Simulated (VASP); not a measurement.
# Ba (Im-3m) in VASP: a series of runs

The runs below take Ba through single point, with LDA.

Everything below comes from runs of VASP 6.6.1. Logs are shortened: lines on timing, memory, paths and dates and some standing lists are left out, and cuts for length are marked.

### Step 1. The cell of the first run

Symmetry: Im-3m, No. 229, cubic system. The conventional cell has a = 4.751 Å, b = 4.751 Å, c = 4.751 Å, α = 90.00°, β = 90.00°, γ = 90.00°. Within 5.4 Å of Ba (site symmetry m-3m) lie 14 Ba at 4.11 to 4.75 Å.

### Step 2. Single point, LDA

Input file INCAR:

```
  PREC = Accurate
  ENCUT = 520
  EDIFF = 1E-7
  ISMEAR = 0
  SIGMA = 0.1
  LREAL = F
  LASPH = T
  NELM = 80
  ALGO = Fast
  ISIF = 2
  LWAVE = F
  LCHARG = T
  LELF = T
  LVHAR = T
  NBANDS = 11
```

Input file KPOINTS:

```
Automatic mesh
0
Gamma
  12 12 12
```

Input file POSCAR:

```
Ba
1.0
   -2.3757001071      2.3757001071      2.3757001071
    2.3757001071     -2.3757001071      2.3757001071
    2.3757001071      2.3757001071     -2.3757001071
Ba
1
Direct
    0.0000000000      0.0000000000      0.0000000000
```

Potentials or basis: VASP PAW LDA potentials, release 64 (Ba_sv).

Run with:

```
$ cat potpaw_LDA.64/Ba_sv/POTCAR > POTCAR
$ mpirun -np 1 vasp_std > vasp.out
```

OUTCAR:

```text
PREC = Accurate
   ENCUT = 520
   EDIFF = 1E-7
   ISMEAR = 0
   LREAL = F
   LASPH = T
   NELM = 80
   ISIF = 2

 ion  position               nearest neighbor table
   1  0.000  0.000  0.000-

  LATTYP: Found a body centered cubic cell.
 ALAT       =     4.7514002142

  Lattice vectors:

 A1 = (  -2.3757001071,   2.3757001071,   2.3757001071)
 A2 = (   2.3757001071,  -2.3757001071,   2.3757001071)
 A3 = (   2.3757001071,   2.3757001071,  -2.3757001071)

Analysis of symmetry for initial positions (statically):
=====================================================================
 Subroutine PRICEL returns:
 Original cell was already a primitive cell.

 Routine SETGRP: Setting up the symmetry group for a
 body centered cubic supercell.

 Subroutine GETGRP returns: Found 48 space group operations
 (whereof 48 operations were pure point group operations)
 out of a pool of 48 trial point group operations.

The static configuration has the point symmetry O_h .

Analysis of symmetry for dynamics (positions and initial velocities):
=====================================================================
 Subroutine PRICEL returns:
 Original cell was already a primitive cell.

 Routine SETGRP: Setting up the symmetry group for a
 body centered cubic supercell.

 Subroutine GETGRP returns: Found 48 space group operations
 (whereof 48 operations were pure point group operations)
 out of a pool of 48 trial point group operations.

The dynamic configuration has the point symmetry O_h .

 Subroutine INISYM returns: Found 48 space group operations
 (whereof 48 operations are pure point group operations),
 and found     1 'primitive' translations

----------------------------------------------------------------------------------------

                                     Primitive cell

  volume of cell :      53.6333

  direct lattice vectors                    reciprocal lattice vectors
    -2.375700107  2.375700107  2.375700107     0.000000000  0.210464275  0.210464275
     2.375700107 -2.375700107  2.375700107     0.210464275  0.000000000  0.210464275
     2.375700107  2.375700107 -2.375700107     0.210464275  0.210464275  0.000000000

  length of vectors
     4.114833289  4.114833289  4.114833289     0.297641432  0.297641432  0.297641432

  position of ions in fractional coordinates (direct lattice)
     0.000000000  0.000000000  0.000000000

  ion indices of the primitive-cell ions
   primitive index   ion index
                 1           1

----------------------------------------------------------------------------------------

 KPOINTS: Automatic mesh

Automatic generation of k-mesh.
 Grid dimensions read from file:
 generate k-points for:   12   12   12

 Generating k-lattice:

  Cartesian coordinates                     Fractional coordinates (reciprocal lattice)
     0.000000000  0.017538690  0.017538690     0.083333333  0.000000000  0.000000000
     0.017538690  0.000000000  0.017538690     0.000000000  0.083333333  0.000000000
     0.017538690  0.017538690  0.000000000     0.000000000  0.000000000  0.083333333

  Length of vectors
     0.024803453  0.024803453  0.024803453

  Shift w.r.t. Gamma in fractional coordinates (k-lattice)
     0.000000000  0.000000000  0.000000000

 Subroutine IBZKPT returns following result:
 ===========================================

 Found     72 irreducible k-points:

 Following reciprocal coordinates:
            Coordinates               Weight
  0.000000  0.000000  0.000000      1.000000
  0.083333  0.000000  0.000000     12.000000
  0.166667  0.000000  0.000000     12.000000
  0.250000  0.000000  0.000000     12.000000
  0.333333  0.000000  0.000000     12.000000
  0.416667  0.000000  0.000000     12.000000
[... 16 lines left out ...]
  0.333333  0.083333  0.083333     24.000000
  0.416667  0.083333  0.083333     12.000000
 [... further k-points ...]
   k-points           NKPTS =     72   k-points in BZ     NKDIM =     72   number of bands    NBANDS=     11
   number of dos      NEDOS =    301   number of ions     NIONS =      1
   total plane-waves  NPLWV =  32768
   dimension x,y,z NGX =    32 NGY =   32 NGZ =   32
   dimension x,y,z NGXF=    64 NGYF=   64 NGZF=   64
   ions per type =               1
   NGX,Y,Z   is equivalent  to a cutoff of  12.93, 12.93, 12.93 a.u.
   NGXF,Y,Z  is equivalent  to a cutoff of  25.86, 25.86, 25.86 a.u.
 SYSTEM =  unknown system
   PREC   = accura    normal or accurate (medium, high low for compatibility)
   ISTART =      0    job   : 0-new  1-cont  2-samecut
   ICHARG =      2    charge: 1-file 2-atom 10-const
   ISPIN  =      1    spin polarized calculation?
   LNONCOLLINEAR =      F non collinear calculations
   LSORBIT =      F    spin-orbit coupling
   LASPH  =      T    aspherical Exc in radial PAW
   ENCUT  =  520.0 eV  38.22 Ry    6.18 a.u.   7.65  7.65  7.65*2*pi/ulx,y,z
   NELM   =     80;   NELMIN=  2; NELMDL= -5     # of ELM steps
   EDIFF  = 0.1E-06   stopping-criterion for ELM
   LREAL  =      F    real-space projection
   EDIFFG = 0.1E-05   stopping-criterion for IOM
   NSW    =      0    number of steps for IOM
   IBRION =     -1    ionic relax: 0-MD 1-quasi-New 2-CG
   NFREE  =      0    steps in history (QN), initial steepest desc. (CG)
   ISIF   =      2    stress and relaxation
   ISYM   =      2    0-nonsym 1-usesym 2-fastsym
   POTIM  = 0.5000    time-step for ionic-motion
   TEBEG  =    0.0;   TEEND  =   0.0 temperature during run
   PSTRESS=    0.0 pullay stress
   NELECT =      10.0000    total number of electrons
   NUPDOWN=      -1.0000    fix difference up-down
   EMIN   =  10.00;   EMAX   =-10.00  energy-range for DOS
   EFERMI =   0.00;   METHOD = LEGACY
   ISMEAR =     0;   SIGMA  =   0.10  broadening in eV -4-tet -1-fermi 0-gaus
   EFERMI_NEDOS =   21; number of points for ismear=-14 and -15
   IALGO  =     68    algorithm
   IMIX   =      4    mixing-type and parameters
     AMIX     =   0.40;   BMIX     =  1.00
     AMIX_MAG =   1.60;   BMIX_MAG =  1.00
  volume/ion in A,a.u.               =      53.63       361.94
  Fermi-wavevector in a.u.,A,eV,Ry     =   0.935255  1.767375 11.901034  0.874701
  Thomas-Fermi vector in A             =   2.062143
   LORBIT       =      0    0 simple, 1 ext, 2 COOP (PROOUT), +10 PAW based schemes
   GGA     = CA    functional components
   LHFCALC =     F    Hartree Fock is set to
   AEXX    =    0.0000 exact exchange contribution
   IVDW    =     0    specifies the selected vdW correction
   LEPSILON=     F    determine dielectric tensor
   LRPA    =     F    only Hartree local field effects (RPA)
 non-spin polarized calculation
 RMM-DIIS sequential band-by-band and
 Gauss-broadening in eV      SIGMA  =   0.10
  energy-cutoff  :      520.00
  volume of cell :       53.63
 maximum number of plane-waves:      1481
   NGX = 15   NGY = 15   NGZ = 15

 number of electron      10.0000000 magnetization

 number of electron       9.9999999 magnetization

 Free energy of the ion-electron system (eV)
  ---------------------------------------------------
  ext. energy  EPLUGINS =         0.00000000
  ---------------------------------------------------
  free energy    TOTEN  =        -2.25323142 eV

  energy without entropy =       -2.24753621  energy(sigma->0) =       -2.25038381

 E-fermi :   1.9908     XC(G=0):  -8.1574

 val. band max:        1.9722634964   @ k =   0.2500   0.2500   0.0833
 cond. band min:       2.0027525981   @ k =  -0.4167  -0.4167   0.1667
 fundamental gap:      0.0304891017
 Fermi energy:         1.9908154910

 k-point     1 :       0.0000    0.0000    0.0000
  band No.  band energies     occupation
      1     -26.5841      2.00000
      2     -11.4191      2.00000
      3     -11.4191      2.00000
      4     -11.4191      2.00000
      5      -0.8151      2.00000
      6       3.9229      0.00000
      7       3.9229      0.00000
      8       3.9229      0.00000
      9       5.6191      0.00000
     10       5.6191      0.00000
     11       9.4369      0.00000

 k-point     2 :       0.0833    0.0000    0.0000
  band No.  band energies     occupation
      1     -26.5783      2.00000
      2     -11.4768      2.00000
      3     -11.4361      2.00000
      4     -11.4196      2.00000
      5      -0.6552      2.00000
      6       3.7952      0.00000
      7       3.8612      0.00000
      8       4.0850      0.00000
      9       5.4005      0.00000
     10       5.6043      0.00000
     11       9.6228      0.00000

 k-point     3 :       0.1667    0.0000    0.0000
  band No.  band energies     occupation
      1     -26.5623      2.00000
      2     -11.6293      2.00000
      3     -11.4820      2.00000
      4     -11.4212      2.00000
      5      -0.2187      2.00000
      6       3.4895      0.00000
      7       3.5973      0.00000
      8       4.5625      0.00000
      9       5.2039      0.00000
     10       5.5989      0.00000
     11      10.0272      0.00000

 k-point     4 :       0.2500    0.0000    0.0000
  band No.  band energies     occupation
      1     -26.5404      2.00000
      2     -11.8271      2.00000
      3     -11.5434      2.00000
      4     -11.4233      2.00000
      5       0.3539      2.00000
      6       3.1424      0.00000
      7       3.2543      0.00000
      8       5.3259      0.00000
      9       5.3283      0.00000
     10       5.6729      0.00000
     11      10.0189      0.00000

 k-point     5 :       0.3333    0.0000    0.0000
  band No.  band energies     occupation
      1     -26.5183      2.00000
      2     -12.0144      2.00000
      3     -11.6034      2.00000
      4     -11.4255      2.00000
      5       0.8033      2.00000
      6       2.8486      0.00000
      7       3.2183      0.00000
      8       5.5654      0.00000
      9       5.8639      0.00000
     10       6.3306      0.00000
     11       9.2895      0.00000
[... 211 lines left out ...]
 k-point    21 :       0.1667    0.0833    0.0833
  band No.  band energies     occupation
      1     -26.5337      2.00000
      2     -11.8813      2.00000
      3     -11.5299      2.00000
      4     -11.4666      2.00000
      5       0.6194      2.00000
      6       2.9719      0.00000
      7       2.9857      0.00000
      8       5.4743      0.00000
      9       5.7358      0.00000
     10       5.9172      0.00000
     11      10.3249      0.00000

 k-point    22 :       0.2500    0.0833    0.0833
  band No.  band energies     occupation
      1     -26.5141      2.00000
      2     -12.0181      2.00000
      3     -11.6127      2.00000
      4     -11.4734      2.00000
      5       1.1166      2.00000
      6       2.7305      0.00000
      7       2.9401      0.00000
      8       5.6577      0.00000
      9       5.9803      0.00000
     10       6.8961      0.00000
     11       9.6717      0.00000

 k-point    23 :       0.3333    0.0833    0.0833
  band No.  band energies     occupation
      1     -26.4997      2.00000
      2     -12.1104      2.00000
      3     -11.6772      2.00000
      4     -11.4783      2.00000
      5       1.2905      2.00000
      6       2.5830      0.00000
      7       3.3253      0.00000
      8       5.7898      0.00000
      9       6.2152      0.00000
     10       7.8206      0.00000
     11       8.9614      0.00000

 k-point    24 :       0.4167    0.0833    0.0833
  band No.  band energies     occupation
      1     -26.4944      2.00000
      2     -12.1429      2.00000
      3     -11.7014      2.00000
      4     -11.4802      2.00000
      5       1.3010      2.00000
      6       2.5335      0.00000
      7       3.6205      0.00000
      8       5.7793      0.00000
      9       6.3332      0.00000
     10       8.4257      0.00000
     11       8.6582      0.00000

 [... further k-points ...]
[... 5 lines left out ...]
  --------------------------------------------------------------------------------------
  -------------------------------------------------------------------------------------
  Total        0.0329057      0.0329057      0.0329057      0.0000000     -0.0000000      0.0000000
  in kB        0.9829835      0.9829835      0.9829835      0.0000000     -0.0000000      0.0000000
  external PRESSURE =       0.9829835 kB  Pullay stress =       0.0000000 kB

 VOLUME and BASIS-vectors are now :
 -----------------------------------------------------------------------------
  energy-cutoff  :      520.00
  volume of cell :       53.63
      direct lattice vectors                 reciprocal lattice vectors
    -2.375700107  2.375700107  2.375700107     0.000000000  0.210464275  0.210464275
     2.375700107 -2.375700107  2.375700107     0.210464275  0.000000000  0.210464275
     2.375700107  2.375700107 -2.375700107     0.210464275  0.210464275  0.000000000

 POSITION                                       TOTAL-FORCE (eV/Angst)
 -----------------------------------------------------------------------------------
      0.00000      0.00000      0.00000        -0.000000     -0.000000     -0.000000
 -----------------------------------------------------------------------------------
    total drift:                               -0.000000      0.000000     -0.000000

  FREE ENERGIE OF THE ION-ELECTRON SYSTEM (eV)
  ---------------------------------------------------
  free  energy   TOTEN  =        -2.2532314206 eV

  energy  without entropy=       -2.2475362056  energy(sigma->0) =       -2.25038381
```

Run time: 24 s. Hardware: 1 thread of AMD EPYC 9R45 (Zen 5), shared host; peak memory 0.14 GiB.

Results:

- Free energy: -2.2532 eV
- Pressure: 0.1 GPa
- Band gap on the k mesh: zero (bands 5 and 6 overlap by 1.48 eV)

Caveat: spin-orbit coupling is left out, which moves the levels of the heavy elements.

### Step 3. Single point, LDA

Input file INCAR:

```
SYSTEM = Ba
  ALGO = Normal
  EDIFF = 1E-7
  ENCUT = 520
  ISIF = 2
  ISMEAR = 0
  LASPH = .True.
  LCHARG = .True.
  LELF = .True.
  LREAL = .False.
  LVHAR = .True.
  LWAVE = .False.
  NBANDS = 11
  NELM = 80
  PREC = Accurate
  SIGMA = 0.1
```

Input file KPOINTS:

```
k-points
0
Gamma
  12 12 12
  0 0 0
```

POSCAR is that of step 2.

Potentials or basis: VASP PAW LDA potentials, release 64 (Ba_sv).

Run with:

```
$ cat potpaw_LDA.64/Ba_sv/POTCAR > POTCAR
$ mpirun -np 1 vasp_std > vasp.out
```

Wall time 18 s (1 thread of AMD EPYC 9R45 (Zen 5), shared host); peak memory 0.15 GiB.

It converged, with:

| Property | Result |
| --- | --- |
| Free energy | -2.2532 eV |
| Pressure | 0.1 GPa |
| Band gap on the k mesh | zero (bands 5 and 6 overlap by 1.48 eV) |

Levels at points of the mesh, in eV from the Fermi level:
```
           k point  band 2  band 3  band 4  band 5  band 6  band 7  band 8  band 9
(0.00, 0.00, 0.00)  -13.41  -13.41  -13.41   -2.81    1.93    1.93    1.93    3.63
(0.50, 0.00, 0.00)  -14.18  -13.65  -13.42   -1.03    0.60    1.89    3.64    4.31
(0.50, 0.50, 0.50)  -13.94  -13.94  -13.94   -0.78   -0.78    5.22    5.22    5.22
```

Caveat: spin-orbit coupling is left out, which moves the levels of the heavy elements.

The gap in the log of VASP goes by the Fermi energy; the results here count the filled bands.